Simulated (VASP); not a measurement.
## BePd: electric field gradients with LDA

The system is BePd.

```
Be Pd
1.0
     2.83163    0.00000    0.00000
     0.00000    2.83163    0.00000
     0.00000    0.00000    2.83163
Be Pd
1 1
Direct
  0.00000 0.00000 0.00000
  0.50000 0.50000 0.50000
```

```json
{
 "Program": "VASP 6.6.1",
 "Task": "electric field gradients",
 "Functional": "LDA",
 "Potentials or basis": "VASP PAW LDA potentials, release 64 (Be, Pd)",
 "Cutoff": "520 eV",
 "k mesh": "12 × 12 × 12",
 "Occupations": "fermi-dirac, width 0.08 eV",
 "Spin": "no spin polarisation",
 "Dipole correction": "no",
 "Further INCAR settings": "ALGO = Normal; EDIFF = 1e-08; NBANDS = 13"
}
```

```yaml
Pressure: -10.6 GPa
Band_gap_on_the_k_mesh: zero (bands 6 and 7 overlap by 5.98 eV)
Largest_electric_field_gradient_by_atom: under 0.05 V/Å² on every atom
```

Levels at points of the mesh, in eV from the Fermi level:
```tsv
k point	band 3	band 4	band 5	band 6	band 7	band 8	band 9	band 10
(0.00, 0.00, 0.00)	-5.46	-2.28	-2.28	-2.28	5.26	5.26	5.26	14.25
(0.50, 0.00, 0.00)	-4.56	-3.79	-3.79	-2.15	-0.04	9.96	9.96	11.48
(0.50, 0.50, 0.00)	-3.27	-3.27	-1.79	-1.79	-1.27	5.31	5.96	8.58
(0.50, 0.50, 0.50)	-6.24	-1.20	-1.20	4.70	5.53	5.53	5.53	6.62
```

Wall time 29 s on 1 thread of Intel Xeon 8259CL, with other jobs on the host, peak memory 0.15 GiB.

Caveat: the cell stands under tension.
